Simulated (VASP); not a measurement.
Set up this calculation in VASP 6.6.1, as the native input.

| Quantity | Value |
| --- | --- |
| Task | single point |
| Functional | PBEsol |
| Potentials or basis | VASP PAW PBE potentials, release 64 (Mg, S) |
| Cutoff | 520 eV |
| k mesh | 6 × 6 × 2 |
| Occupations | gaussian, width 0.01 eV |
| Spin | no spin polarisation |
| Dipole correction | no |
| Further INCAR settings | ALGO = Normal; EDIFF = 1e-07; NBANDS = 16 |

The structure of MgS lies in POSCAR:

```
MgS
1.0
    4.2955415880      0.0000000000      0.0000000000
   -2.1477707940      3.7200481382      0.0000000000
    0.0000000000      0.0000000000      5.2850910748
Mg S
2 2
Direct
    0.3333333333      0.6666666667      0.2500000000
    0.6666666667      0.3333333333      0.7500000000
    0.6666666667      0.3333333333      0.2500000000
    0.3333333333      0.6666666667      0.7500000000
```

These files were run (other wordings do the same):

INCAR

```
PREC = Accurate ; ENCUT = 520
EDIFF = 1E-7 ; ISMEAR = 0
SIGMA = 0.01 ; LREAL = False
LASPH = True ; NELM = 100
ALGO = Normal ; ISIF = 2
LWAVE = False ; LCHARG = True
GGA = PS ; LELF = True
LVHAR = True ; NBANDS = 16
```

KPOINTS

```
regular mesh
0
Gamma
  6 6 2
```

Potentials or basis: VASP PAW PBE potentials, release 64 (Mg, S).

Launch:

```bash
$ cat potpaw_PBE.64/Mg/POTCAR potpaw_PBE.64/S/POTCAR > POTCAR
$ mpirun -np 1 vasp_std > vasp.out
```

It gave:

```yaml
Pressure: -0.6 GPa
Band_gap_on_the_k_mesh: 2.84 eV, direct
```

Caveat: the k points lie up to 0.59 Å⁻¹ apart; the PAW data sets were made with another functional, which shifts forces and pressure a little.

It took 12 s on 1 thread of Intel(R) Xeon(R) Platinum 8488C (Sapphire Rapids) (shared host), peak memory 0.19 GiB.
